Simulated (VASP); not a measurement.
# Co (P6_3/mmc) in VASP: further runs, part 2 of 2

VASP 6.6.1. Earlier steps stand in the parts before.

### Step 3. Single point, b88 exchange, pbe correlation, collinear spin, ferromagnetic start

This run uses another cell than the first one, of 10.26 Å³/atom.

Contents of INCAR:

```
ALGO = Normal
EDIFF = 1E-6
ENCUT = 600
GGA = LIBXC
GGA_COMPAT = False
ISIF = 2
ISMEAR = -1
ISPIN = 2
LASPH = True
LCHARG = False
LIBXC1 = GGA_X_B88
LIBXC2 = GGA_C_PBE
LMAXMIX = 4
LORBIT = 11
LREAL = False
LWAVE = False
MAGMOM = 2 2 2 2
NBANDS = 30
NELM = 200
PREC = Accurate
SIGMA = 0.05
```

Contents of KPOINTS:

```
k-points
0
Gamma
  12 12 4
```

Contents of POSCAR:

```
Co
1.0
    2.4371717178      0.0000000000      0.0000000000
   -1.2185858589      2.1106526210      0.0000000000
    0.0000000000      0.0000000000      7.9789199430
Co
4
Direct
    0.6666666667      0.3333333333      0.7500000000
    0.0000000000      0.0000000000      0.5000000000
    0.3333333333      0.6666666667      0.2500000000
    0.0000000000      0.0000000000      0.0000000000
```

Potentials or basis: VASP PAW PBE potentials, release 64 (Co).

Command:

```console
$ cat potpaw_PBE.64/Co/POTCAR > POTCAR
$ mpirun -np 1 vasp_std > vasp.out
```

OUTCAR:

```text
EDIFF = 1E-6
   ENCUT = 600
   GGA = LIBXC
   ISIF = 2
   ISMEAR = -1
   ISPIN = 2
   LASPH = True
   LORBIT = 11
   LREAL = False
   NELM = 200
   PREC = Accurate

 ion  position               nearest neighbor table
   1  0.667  0.333  0.750-   2 2.44   4 2.44   2 2.44   4 2.44   2 2.44   4 2.44
   2  0.000  0.000  0.500-   1 2.44   3 2.44   1 2.44   3 2.44   1 2.44   3 2.44
   3  0.333  0.667  0.250-   2 2.44   4 2.44   2 2.44   4 2.44   2 2.44   4 2.44
   4  0.000  0.000  0.000-   1 2.44   3 2.44   1 2.44   3 2.44   1 2.44   3 2.44

  LATTYP: Found a hexagonal cell.
 ALAT       =     2.4371717178
 C/A-ratio  =     3.2738439744

  Lattice vectors:

 A1 = (   2.4371717178,   0.0000000000,   0.0000000000)
 A2 = (  -1.2185858589,   2.1106526210,   0.0000000000)
 A3 = (   0.0000000000,   0.0000000000,   7.9789199430)

Analysis of symmetry for initial positions (statically):
[... 1004 lines left out ...]
      4       6.5227      1.00000
      5       9.2186      1.00000
      6       9.2808      1.00000
[... 781 lines left out ...]
     29      26.7244      0.00000
     30      27.6304      0.00000

 [... further k-points ...]
[... 5 lines left out ...]
  --------------------------------------------------------------------------------------
  -------------------------------------------------------------------------------------
  Total        3.6045443      3.6045443      2.6499919      0.0000000      0.0000000     -0.0000000
  in kB      140.7064306    140.7064306    103.4446729      0.0000000      0.0000000     -0.0000000
  external PRESSURE =     128.2858447 kB  Pullay stress =       0.0000000 kB

 VOLUME and BASIS-vectors are now :
 -----------------------------------------------------------------------------
  energy-cutoff  :      600.00
  volume of cell :       41.04
      direct lattice vectors                 reciprocal lattice vectors
     2.437171718  0.000000000  0.000000000     0.410311671  0.236893554  0.000000000
    -1.218585859  2.110652621  0.000000000     0.000000000  0.473787107  0.000000000
     0.000000000  0.000000000  7.978919943     0.000000000  0.000000000  0.125330246

 POSITION                                       TOTAL-FORCE (eV/Angst)
 -----------------------------------------------------------------------------------
      1.21859      0.70355      5.98419        -0.000000      0.000000     -0.000000
      0.00000      0.00000      3.98946         0.000000      0.000000      0.000000
     -0.00000      1.40710      1.99473        -0.000000     -0.000000      0.000000
      0.00000      0.00000      0.00000         0.000000      0.000000      0.000000
 -----------------------------------------------------------------------------------
    total drift:                                0.000000     -0.000000      0.000000

  FREE ENERGIE OF THE ION-ELECTRON SYSTEM (eV)
  ---------------------------------------------------
  free  energy   TOTEN  =       -27.6199161042 eV

  energy  without entropy=      -27.5843313416  energy(sigma->0) =      -27.60212372

 total charge

# of ion       s       p       d       tot
------------------------------------------
    1        0.513   0.572   7.304   8.389
    2        0.513   0.568   7.313   8.394
    3        0.513   0.572   7.304   8.389
    4        0.513   0.568   7.313   8.394
--------------------------------------------------
tot          2.052   2.278  29.235  33.565

 magnetization (x)

# of ion       s       p       d       tot
------------------------------------------
    1       -0.014  -0.050   1.660   1.597
    2       -0.014  -0.048   1.637   1.575
    3       -0.014  -0.050   1.660   1.597
    4       -0.014  -0.048   1.637   1.575
--------------------------------------------------
tot         -0.056  -0.196   6.595   6.343
```

OSZICAR:

```text
N       E                     dE             d eps       ncg     rms          rms(c)
DAV:   1     0.255165840859E+03    0.25517E+03   -0.17091E+04  7000   0.183E+03
DAV:   2    -0.150719755634E+02   -0.27024E+03   -0.25193E+03  6840   0.329E+02
DAV:   3    -0.311536215511E+02   -0.16082E+02   -0.15136E+02  7518   0.108E+02
DAV:   4    -0.314539804689E+02   -0.30036E+00   -0.29979E+00  8372   0.144E+01
DAV:   5    -0.314666932049E+02   -0.12713E-01   -0.12712E-01  9418   0.233E+00    0.220E+01
DAV:   6    -0.281808843219E+02    0.32858E+01   -0.21849E+01  7670   0.703E+01    0.883E+00
DAV:   7    -0.280924384950E+02    0.88446E-01   -0.44059E+00  7920   0.374E+01    0.117E+01
DAV:   8    -0.282133704604E+02   -0.12093E+00   -0.55017E+00  7986   0.455E+01    0.117E+01
DAV:   9    -0.276416289385E+02    0.57174E+00   -0.14812E+00  8446   0.240E+01    0.246E+00
DAV:  10    -0.276203844706E+02    0.21244E-01   -0.11425E-01  8602   0.398E+00    0.691E-01
DAV:  11    -0.276195227437E+02    0.86173E-03   -0.10591E-02  8122   0.942E-01    0.368E-01
DAV:  12    -0.276197286329E+02   -0.20589E-03   -0.84372E-04 10990   0.371E-01    0.140E-01
DAV:  13    -0.276199306432E+02   -0.20201E-03   -0.20463E-04  8686   0.149E-01    0.927E-02
DAV:  14    -0.276199135276E+02    0.17116E-04   -0.12428E-04  9176   0.214E-01    0.214E-02
DAV:  15    -0.276199176007E+02   -0.40730E-05   -0.11516E-05  8290   0.319E-02    0.220E-02
DAV:  16    -0.276199165970E+02    0.10037E-05   -0.72848E-06  5630   0.553E-02    0.479E-03
DAV:  17    -0.276199161042E+02    0.49273E-06   -0.56531E-07  3746   0.870E-03
   1 F= -.27619916E+02 E0= -.27602124E+02  d E =-.355848E-01  mag=     6.3162
```

stdout:

```text
POSCAR found type information on POSCAR Co
 POSCAR found :  1 types and       4 ions
 scaLAPACK will be used
 -----------------------------------------------------------------------------
|                                                                             |
|                                                                             |
|     You enforced a specific xc type in the INCAR file but a different       |
|     I HOPE YOU KNOW WHAT YOU ARE DOING!                                     |
|                                                                             |
 -----------------------------------------------------------------------------

 LDA part: xc-table for (None,None), standard interpolation
 POSCAR, INCAR and KPOINTS ok, starting setup
 FFT: planning ... GRIDC
 FFT: planning ... GRID_SOFT
 FFT: planning ... GRID
 WAVECAR not read
 entering main loop
```

Wall time 3.3 min (1 thread of Intel Xeon Platinum 8259CL at 2.50GHz (Skylake/Cascade Lake), shared host); peak memory 0.26 GiB.

Results:

```yaml
Free_energy: -27.6199 eV
Pressure: 12.8 GPa
Net_moment: 6.32 μB per cell
Site_moments: Co +1.60, +1.57 (each value once) μB
Valence_electrons_inside_the_program's_atomic_spheres: Co 8.39
```

Stress tensor (GPa, compression positive):
```
14.07  0.00  0.00
 0.00 14.07  0.00
 0.00  0.00 10.34
```

Caveat: the cell stands under pressure; the PAW data sets were made with another functional, which shifts forces and pressure a little.

### Step 4. Single point, b88 exchange, pbe correlation, collinear spin, ferromagnetic start

This run uses another cell than the first one, of 10.47 Å³/atom.

Contents of INCAR:

```
SYSTEM = Co
PREC = Accurate
ENCUT = 600
EDIFF = 1E-6
ISMEAR = -1
SIGMA = 0.05
LREAL = .FALSE.
LASPH = .TRUE.
NELM = 200
ALGO = Normal
ISIF = 2
LWAVE = .FALSE.
LCHARG = .FALSE.
ISPIN = 2
MAGMOM = 2 2 2 2
LORBIT = 11
LMAXMIX = 4
GGA = LIBXC
LIBXC1 = GGA_X_B88
LIBXC2 = GGA_C_PBE
NBANDS = 30
GGA_COMPAT = .FALSE.
```

Contents of KPOINTS:

```
regular mesh
0
G
  12 12 4
  0 0 0
```

Contents of POSCAR:

```
Co
1.0
    2.4539803297      0.0000000000      0.0000000000
   -1.2269901649      2.1252093060      0.0000000000
    0.0000000000      0.0000000000      8.0339487160
Co
4
Direct
    0.6666666667      0.3333333333      0.7500000000
    0.0000000000      0.0000000000      0.5000000000
    0.3333333333      0.6666666667      0.2500000000
    0.0000000000      0.0000000000      0.0000000000
```

Command:

```console
$ cat potpaw_PBE.64/Co/POTCAR > POTCAR
$ mpirun -np 1 vasp_std > vasp.out
```

Run time: 3.6 min. Hardware: 1 thread of Intel Xeon Platinum 8259CL at 2.50GHz (Skylake/Cascade Lake), shared host; peak memory 0.26 GiB.

Results (log left out):

| Item | Value |
| --- | --- |
| Free energy | -27.6752 eV |
| Pressure | 7.8 GPa |
| Net moment | 6.44 μB per cell |
| Site moments | Co +1.63, +1.61 (each value once) μB |
| Valence electrons inside the program's atomic spheres | Co 8.35 |

Stress tensor (GPa, compression positive):
```
9.03 0.00 0.00
0.00 9.03 0.00
0.00 0.00 5.25
```

Levels at points of the mesh, in eV from the Fermi level:
Spin up:
```tsv
k point	band 18	band 19	band 20	band 21	band 22	band 23	band 24	band 25	band 26	band 27
(0.00, 0.00, 0.00)	-1.48	-1.48	-1.16	-1.16	-0.75	-0.75	-0.27	6.44	15.07	15.08
(0.50, 0.00, 0.00)	-0.50	-0.48	-0.47	0.31	1.44	2.60	3.24	7.25	7.27	10.63
(0.00, 0.00, 0.50)	-1.64	-1.64	-1.64	-0.93	-0.93	-0.93	-0.93	9.47	9.47	21.18
(0.50, 0.00, 0.50)	-0.63	-0.50	-0.50	1.33	1.33	2.92	2.92	7.59	7.59	9.57
```
Spin down:
```
           k point  band 10  band 11  band 12  band 13  band 14  band 15  band 16  band 17  band 18  band 19
(0.00, 0.00, 0.00)    -1.18    -1.18    -0.89    -0.89    -0.85    -0.85    -0.28     0.05     0.05     0.41
(0.50, 0.00, 0.00)    -1.18    -0.85    -0.11    -0.08     0.58     1.22     1.24     1.25     1.27     1.33
(0.00, 0.00, 0.50)    -1.10    -1.10    -1.10    -0.99    -0.99    -0.99    -0.99     0.23     0.23     0.23
(0.50, 0.00, 0.50)    -0.89    -0.86    -0.86    -0.24    -0.24     0.83     0.83     1.23     1.23     1.34
```

Caveat: the cell stands under pressure; the PAW data sets were made with another functional, which shifts forces and pressure a little.

### Step 5. Single point, r2SCAN, collinear spin, ferromagnetic start

This run uses another cell than the first one, of 10.90 Å³/atom.

Contents of POSCAR:

```
Co
1.0
    2.4869235940      0.0000000000      0.0000000000
   -1.2434617971      2.1537390097      0.0000000000
    0.0000000000      0.0000000000      8.1417998233
Co
4
Direct
    0.6666666667      0.3333333333      0.7500000000
    0.0000000000      0.0000000000      0.5000000000
    0.3333333333      0.6666666667      0.2500000000
    0.0000000000      0.0000000000      0.0000000000
```

Contents of INCAR.step1:

```
  PREC = Accurate
  ENCUT = 520
  ISMEAR = -1
  SIGMA = 0.05
  LREAL = F
  LASPH = T
  NELM = 150
  ISPIN = 2
  MAGMOM = 2 2 2 2
  LMAXMIX = 4
  NBANDS = 30
  GGA = PE
  ALGO = Normal
  EDIFF = 1E-4
  LWAVE = T
  LCHARG = F
```

Contents of INCAR.step2:

```
  PREC = Accurate
  ENCUT = 520
  EDIFF = 1E-6
  ISMEAR = -1
  SIGMA = 0.05
  LREAL = F
  LASPH = T
  NELM = 150
  ALGO = Normal
  ISIF = 2
  LWAVE = F
  LCHARG = F
  ISPIN = 2
  MAGMOM = 2 2 2 2
  LORBIT = 11
  LMAXMIX = 4
  METAGGA = R2SCAN
  LMIXTAU = T
  NBANDS = 30
  ISTART = 1
```

Contents of KPOINTS:

```
regular mesh
0
Gamma
  12 12 4
```

Command:

```console
$ cat potpaw_PBE.64/Co/POTCAR > POTCAR
$ cp INCAR.step1 INCAR
$ mpirun -np 1 vasp_std > vasp.out
$ cp INCAR.step2 INCAR
$ mpirun -np 1 vasp_std > vasp.out
```

Wall time 7.5 min (1 thread of Oxide Virtual Turin-like, shared host); peak memory 0.21 GiB.

Results (log left out):

```
Free energy                                           : -52.8810 eV
Pressure                                              : -4.6 GPa
Net moment                                            : 7.07 μB per cell
Site moments                                          : Co +1.85, +1.82 (each value once) μB
Valence electrons inside the program's atomic spheres : Co 8.28, 8.29 (each value once)
```

Levels at points of the mesh, in eV from the Fermi level:
Spin up:
| k point | band 18 | band 19 | band 20 | band 21 | band 22 | band 23 | band 24 | band 25 | band 26 | band 27 |
| --- | --- | --- | --- | --- | --- | --- | --- | --- | --- | --- |
| (0.00, 0.00, 0.00) | -2.45 | -2.45 | -2.06 | -2.06 | -1.68 | -1.68 | -0.53 | 5.83 | 14.75 | 14.76 |
| (0.50, 0.00, 0.00) | -1.40 | -1.34 | -1.33 | -0.02 | 1.14 | 2.02 | 2.74 | 6.68 | 6.69 | 10.24 |
| (0.00, 0.00, 0.50) | -2.60 | -2.42 | -2.42 | -1.85 | -1.85 | -1.85 | -1.85 | 9.00 | 9.00 | 21.09 |
| (0.50, 0.00, 0.50) | -1.55 | -1.39 | -1.39 | 0.78 | 0.78 | 2.46 | 2.46 | 7.10 | 7.10 | 9.04 |
Spin down:
```tsv
k point	band 11	band 12	band 13	band 14	band 15	band 16	band 17	band 18
(0.00, 0.00, 0.00)	-1.07	-1.05	-0.91	-0.91	-0.85	-0.85	0.45	0.45
(0.50, 0.00, 0.00)	-0.88	-0.05	-0.04	0.15	1.04	1.23	1.27	1.31
(0.00, 0.00, 0.50)	-1.07	-1.07	-0.97	-0.97	-0.97	-0.97	0.57	0.57
(0.50, 0.00, 0.50)	-0.74	-0.74	-0.45	-0.45	0.93	0.93	1.34	1.34
```

Caveat: the cell stands under tension; the PAW data sets were made with another functional, which shifts forces and pressure a little.

### Step 6. Summary

```tsv
level	cell	cutoff (eV)	gap on the mesh (eV)	pressure (GPa)	moment (μB)
b88 exchange, pbe correlation	a = 2.420, b = 2.420, c = 7.923 Å, angles 90.0, 90.0, 120.0°, 4 atoms	600	none	18.6	6.20
b88 exchange, pbe correlation	a = 2.437, b = 2.437, c = 7.979 Å, angles 90.0, 90.0, 120.0°, 4 atoms	600	none	12.8	6.32
b88 exchange, pbe correlation	a = 2.454, b = 2.454, c = 8.034 Å, angles 90.0, 90.0, 120.0°, 4 atoms	600	none	7.8	6.44
r2SCAN	a = 2.487, b = 2.487, c = 8.142 Å, angles 90.0, 90.0, 120.0°, 4 atoms	520	none	-4.6	7.07
```

Alike in all rows: task single point; potentials or basis VASP PAW PBE potentials, release 64 (Co); spin collinear, ferromagnetic start; k mesh 12 × 12 × 4; smearing fermi-dirac 0.05 eV.

Caveats: the PAW data sets were made with another functional, which shifts forces and pressure a little; the cell stands under pressure (at least some runs); the cell stands under tension (at least some runs).

Absolute energies hang on the potentials; compare differences alone.
